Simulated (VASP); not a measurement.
# Sb (R-3m) in VASP: further runs

The runs below take Sb through electric field gradients, with LDA.

Everything below comes from runs of VASP 6.6.1. Logs are shortened: lines on timing, memory, paths and dates and some standing lists are left out, and cuts for length are marked.

## Step 1: The cell of the first run

The structure is trigonal, space group R-3m (No. 166). The conventional cell has a = 4.301 Å, b = 4.301 Å, c = 11.457 Å, α = 90.00°, β = 90.00°, γ = 120.00°. Sb (site symmetry 3m) has 6 Sb at 2.92 to 3.37 Å within 3.8 Å.

## Step 2: Electric field gradients, LDA (zz strain of +2 %)

The input, INCAR:

```
SYSTEM = Sb
PREC = Accurate ; ENCUT = 520
EDIFF = 1E-8 ; ISMEAR = -1
SIGMA = 0.03 ; LREAL = .FALSE.
LASPH = .TRUE. ; NELM = 100
ALGO = Normal ; ISIF = 2
LWAVE = .FALSE. ; LCHARG = .FALSE.
GGA = CA ; LEFG = .TRUE.
NBANDS = 12
```

The input, KPOINTS:

```
regular mesh
0
G
  12 12 12
  0 0 0
```

The input, POSCAR:

```
Sb
1.0
    2.1506003320      1.2416496806      3.8188800000
   -2.1506003320      1.2416496806      3.8188800000
    0.0000000000     -2.4832993611      3.8188800000
Sb
2
Direct
    0.2336400000      0.2336400000      0.2336400000
    0.7663600000      0.7663600000      0.7663600000
```

Potentials or basis: VASP PAW LDA potentials, release 64 (Sb).

Launch:

```sh
$ cat potpaw_LDA.64/Sb/POTCAR > POTCAR
$ mpirun -np 1 vasp_std > vasp.out
```

OUTCAR:

```text
SYSTEM = Sb
   PREC = Accurate
   ENCUT = 520
   EDIFF = 1E-8
   ISMEAR = -1
   LREAL = .FALSE.
   LASPH = .TRUE.
   NELM = 100
   ISIF = 2
   GGA = CA

 ion  position               nearest neighbor table
   1  0.234  0.234  0.234-   2 2.92   2 2.92   2 2.92   2 3.37   2 3.37   2 3.37
   2  0.766  0.766  0.766-   1 2.92   1 2.92   1 2.92   1 3.37   1 3.37   1 3.37

  LATTYP: Found a trigonal (rhomboedric) cell.
 ALAT       =     4.5552848618
 COS(alpha) =     0.5542223076

  Lattice vectors:

 A1 = (   2.1506003320,   1.2416496806,   3.8188800000)
 A2 = (  -2.1506003320,   1.2416496806,   3.8188800000)
 A3 = (   0.0000000000,  -2.4832993611,   3.8188800000)

Analysis of symmetry for initial positions (statically):
=====================================================================
 Subroutine PRICEL returns:
 Original cell was already a primitive cell.

 Routine SETGRP: Setting up the symmetry group for a
 trigonal (rhombohedral) supercell.

 Subroutine GETGRP returns: Found 12 space group operations
 (whereof 12 operations were pure point group operations)
 out of a pool of 12 trial point group operations.

The static configuration has the point symmetry D_3d.

Analysis of symmetry for dynamics (positions and initial velocities):
=====================================================================
 Subroutine PRICEL returns:
 Original cell was already a primitive cell.

 Routine SETGRP: Setting up the symmetry group for a
 trigonal (rhombohedral) supercell.

 Subroutine GETGRP returns: Found 12 space group operations
 (whereof 12 operations were pure point group operations)
 out of a pool of 12 trial point group operations.

The dynamic configuration has the point symmetry D_3d.

 Subroutine INISYM returns: Found 12 space group operations
 (whereof 12 operations are pure point group operations),
 and found     1 'primitive' translations

----------------------------------------------------------------------------------------

                                     Primitive cell

  volume of cell :      61.1852

  direct lattice vectors                    reciprocal lattice vectors
     2.150600332  1.241649681  3.818880000     0.232493222  0.134230024  0.087285627
    -2.150600332  1.241649681  3.818880000    -0.232493222  0.134230024  0.087285627
     0.000000000 -2.483299361  3.818880000     0.000000000 -0.268460048  0.087285627

  length of vectors
     4.555284862  4.555284862  4.555284862     0.282293426  0.282293426  0.282293426

  position of ions in fractional coordinates (direct lattice)
     0.233640000  0.233640000  0.233640000
     0.766360000  0.766360000  0.766360000

  ion indices of the primitive-cell ions
   primitive index   ion index
                 1           1
                 2           2

----------------------------------------------------------------------------------------

 KPOINTS: regular mesh

Automatic generation of k-mesh.
 Grid dimensions read from file:
 generate k-points for:   12   12   12

 Generating k-lattice:

  Cartesian coordinates                     Fractional coordinates (reciprocal lattice)
     0.019374435  0.011185835  0.007273802     0.083333333 -0.000000000  0.000000000
    -0.019374435  0.011185835  0.007273802    -0.000000000  0.083333333  0.000000000
     0.000000000 -0.022371671  0.007273802     0.000000000  0.000000000  0.083333333

  Length of vectors
     0.023524452  0.023524452  0.023524452

  Shift w.r.t. Gamma in fractional coordinates (k-lattice)
     0.000000000  0.000000000  0.000000000

 Subroutine IBZKPT returns following result:
 ===========================================

 Found    189 irreducible k-points:

 Following reciprocal coordinates:
            Coordinates               Weight
  0.000000  0.000000  0.000000      1.000000
  0.083333  0.000000  0.000000      6.000000
  0.166667  0.000000  0.000000      6.000000
  0.250000  0.000000  0.000000      6.000000
  0.333333  0.000000  0.000000      6.000000
  0.416667  0.000000  0.000000      6.000000
[... 16 lines left out ...]
  0.500000  0.166667  0.000000     12.000000
 -0.416667  0.166667  0.000000     12.000000
 [... further k-points ...]
   k-points           NKPTS =    189   k-points in BZ     NKDIM =    189   number of bands    NBANDS=     12
   number of dos      NEDOS =    301   number of ions     NIONS =      2
   total plane-waves  NPLWV =  46656
   dimension x,y,z NGX =    36 NGY =   36 NGZ =   36
   dimension x,y,z NGXF=    72 NGYF=   72 NGZF=   72
   ions per type =               2
   NGX,Y,Z   is equivalent  to a cutoff of  13.14, 13.14, 13.14 a.u.
   NGXF,Y,Z  is equivalent  to a cutoff of  26.28, 26.28, 26.28 a.u.
 SYSTEM =  Sb
   PREC   = accura    normal or accurate (medium, high low for compatibility)
   ISTART =      0    job   : 0-new  1-cont  2-samecut
   ICHARG =      2    charge: 1-file 2-atom 10-const
   ISPIN  =      1    spin polarized calculation?
   LNONCOLLINEAR =      F non collinear calculations
   LSORBIT =      F    spin-orbit coupling
   LASPH  =      T    aspherical Exc in radial PAW
   ENCUT  =  520.0 eV  38.22 Ry    6.18 a.u.   8.47  8.47  8.47*2*pi/ulx,y,z
   NELM   =    100;   NELMIN=  2; NELMDL= -5     # of ELM steps
   EDIFF  = 0.1E-07   stopping-criterion for ELM
   LREAL  =      F    real-space projection
   EDIFFG = 0.1E-06   stopping-criterion for IOM
   NSW    =      0    number of steps for IOM
   IBRION =     -1    ionic relax: 0-MD 1-quasi-New 2-CG
   NFREE  =      0    steps in history (QN), initial steepest desc. (CG)
   ISIF   =      2    stress and relaxation
   ISYM   =      2    0-nonsym 1-usesym 2-fastsym
   POTIM  = 0.5000    time-step for ionic-motion
   TEBEG  =    0.0;   TEEND  =   0.0 temperature during run
   PSTRESS=    0.0 pullay stress
   NELECT =      10.0000    total number of electrons
   NUPDOWN=      -1.0000    fix difference up-down
   EMIN   =  10.00;   EMAX   =-10.00  energy-range for DOS
   EFERMI =   0.00;   METHOD = LEGACY
   ISMEAR =    -1;   SIGMA  =   0.03  broadening in eV -4-tet -1-fermi 0-gaus
   EFERMI_NEDOS =   21; number of points for ismear=-14 and -15
   IALGO  =     38    algorithm
   IMIX   =      4    mixing-type and parameters
     AMIX     =   0.40;   BMIX     =  1.00
     AMIX_MAG =   1.60;   BMIX_MAG =  1.00
  volume/ion in A,a.u.               =      30.59       206.45
  Fermi-wavevector in a.u.,A,eV,Ry     =   0.895075  1.691447 10.900436  0.801159
  Thomas-Fermi vector in A             =   2.017361
   LORBIT       =      0    0 simple, 1 ext, 2 COOP (PROOUT), +10 PAW based schemes
   GGA     = CA    functional components
   LHFCALC =     F    Hartree Fock is set to
   AEXX    =    0.0000 exact exchange contribution
   IVDW    =     0    specifies the selected vdW correction
   LEPSILON=     F    determine dielectric tensor
   LRPA    =     F    only Hartree local field effects (RPA)
 non-spin polarized calculation
  energy-cutoff  :      520.00
  volume of cell :       61.19
 maximum number of plane-waves:      1664
 NGX is ok and might be reduce to    36
   NGX = 17   NGY = 17   NGZ = 17

 number of electron      10.0000000 magnetization

 Free energy of the ion-electron system (eV)
  ---------------------------------------------------
  ext. energy  EPLUGINS =         0.00000000
  ---------------------------------------------------
  free energy    TOTEN  =        -9.60844906 eV

  energy without entropy =       -9.60797912  energy(sigma->0) =       -9.60821409

 E-fermi :   6.9695     XC(G=0):  -9.6637

 val. band max:        6.9240009269   @ k =   0.4167   0.3333   0.3333
 cond. band min:       6.9778264181   @ k =   0.4167   0.0833   0.0833
 fundamental gap:      0.0538254913
 Fermi energy:         6.9694870895

 k-point     1 :       0.0000    0.0000    0.0000
  band No.  band energies     occupation
      1      -5.6647      2.00000
      2       1.9966      2.00000
      3       4.8309      2.00000
      4       5.2856      2.00000
      5       5.2856      2.00000
      6       9.0263      0.00000
      7       9.6185      0.00000
      8       9.6185      0.00000
      9      12.1446      0.00000
     10      12.1446      0.00000
     11      12.1934      0.00000
     12      13.5835      0.00000
[... 331 lines left out ...]
 k-point    24 :      -0.4167    0.1667    0.0000
  band No.  band energies     occupation
      1      -3.1788      2.00000
      2      -2.4489      2.00000
      3       3.3224      2.00000
      4       4.6839      2.00000
      5       5.2885      2.00000
      6       7.8308      0.00000
      7       8.1931      0.00000
      8       9.9999      0.00000
      9      13.3920      0.00000
     10      14.0602      0.00000
     11      14.6682      0.00000
     12      16.6006      0.00000

 [... further k-points ...]

------------------------ aborting loop because EDIFF is reached ----------------------------------------

  FORCE on cell =-STRESS in cart. coord.  units (eV):
  Direction    XX          YY          ZZ          XY          YZ          ZX
  --------------------------------------------------------------------------------------
  -------------------------------------------------------------------------------------
  Total       -0.4424991     -0.4424991     -0.8629670     -0.0000000     -0.0000000      0.0000000
  in kB      -11.5871576    -11.5871576    -22.5974135     -0.0000000     -0.0000000      0.0000000
  external PRESSURE =     -15.2572429 kB  Pullay stress =       0.0000000 kB

 VOLUME and BASIS-vectors are now :
 -----------------------------------------------------------------------------
  energy-cutoff  :      520.00
  volume of cell :       61.19
      direct lattice vectors                 reciprocal lattice vectors
     2.150600332  1.241649681  3.818880000     0.232493222  0.134230024  0.087285627
    -2.150600332  1.241649681  3.818880000    -0.232493222  0.134230024  0.087285627
     0.000000000 -2.483299361  3.818880000     0.000000000 -0.268460048  0.087285627

 POSITION                                       TOTAL-FORCE (eV/Angst)
 -----------------------------------------------------------------------------------
      0.00000      0.00000      2.67673         0.000000     -0.000000     -0.000875
      0.00000      0.00000      8.77991         0.000000      0.000000      0.000875
 -----------------------------------------------------------------------------------
    total drift:                                0.000000     -0.000000      0.000000

  FREE ENERGIE OF THE ION-ELECTRON SYSTEM (eV)
  ---------------------------------------------------
  free  energy   TOTEN  =        -9.6084490592 eV

  energy  without entropy=       -9.6079791221  energy(sigma->0) =       -9.60821409

 Electric field gradients (V/A^2)
---------------------------------------------------------------------
 ion       V_xx      V_yy      V_zz      V_xy      V_xz      V_yz
---------------------------------------------------------------------
   1      18.497    18.497   -36.994     0.000    -0.000    -0.000
   2      18.497    18.497   -36.994     0.000    -0.000    -0.000
---------------------------------------------------------------------

 Electric field gradients after diagonalization (V/A^2)
 (convention: |V_zz| > |V_xx| > |V_yy|)
----------------------------------------------------------------------
 ion       V_xx      V_yy      V_zz     asymmetry (V_yy - V_xx)/ V_zz
----------------------------------------------------------------------
   1      18.497    18.497   -36.994       0.000
   2      18.497    18.497   -36.994       0.000
----------------------------------------------------------------------

           NMR quadrupolar parameters

 Cq : quadrupolar parameter    Cq=e*Q*V_zz/h
 eta: asymmetry parameters     (V_yy - V_xx)/ V_zz
 Q  : nuclear electric quadrupole moment in mb (millibarn)
----------------------------------------------------------------------
 ion       Cq(MHz)       eta       Q (mb)
----------------------------------------------------------------------
   1      -0.089       0.000       1.000
   2      -0.089       0.000       1.000
----------------------------------------------------------------------
```

It took 3.2 min on 1 thread of Intel Xeon 8259CL, shared host; peak memory 0.25 GiB.

What came out:

* Free energy: -9.6084 eV
* Pressure: -1.5 GPa
* Band gap on the k mesh: zero (bands 5 and 6 overlap by 0.26 eV)
* Largest electric field gradient by atom: Sb -37.0 V/Å²

Stress tensor (GPa, compression positive):
```
-1.16  0.00  0.00
 0.00 -1.16  0.00
 0.00  0.00 -2.26
```

Levels at points of the mesh, in eV from the Fermi level:
| k point | band 1 | band 2 | band 3 | band 4 | band 5 | band 6 | band 7 | band 8 | band 9 | band 10 |
| --- | --- | --- | --- | --- | --- | --- | --- | --- | --- | --- |
| (0.00, 0.00, 0.00) | -12.63 | -4.97 | -2.14 | -1.68 | -1.68 | 2.06 | 2.65 | 2.65 | 5.18 | 5.18 |
| (0.50, 0.00, 0.00) | -10.31 | -9.57 | -1.87 | -1.87 | -0.27 | -0.23 | 0.08 | 0.55 | 7.35 | 7.87 |
| (0.50, 0.50, 0.00) | -10.32 | -8.02 | -5.34 | -3.72 | -3.51 | 1.60 | 4.78 | 5.41 | 6.67 | 8.52 |
| (0.50, 0.50, 0.50) | -11.19 | -8.96 | -1.20 | -1.20 | -0.43 | 0.24 | 0.24 | 1.19 | 6.84 | 8.50 |

Electric field gradients, principal values (V/Å²):
```csv
atom,least,middle,greatest (by size)
1 Sb,18.497,18.497,-36.994
2 Sb,18.497,18.497,-36.994
```

Caveat: the cell differs from its parent crystal (zz strain of +2 %); without QUAD_EFG the Cq values of the log hold for a quadrupole moment of 1 mb, not for the nuclei; spin-orbit coupling is left out, which moves the levels of the heavy elements.

[end of part 1 of 2]
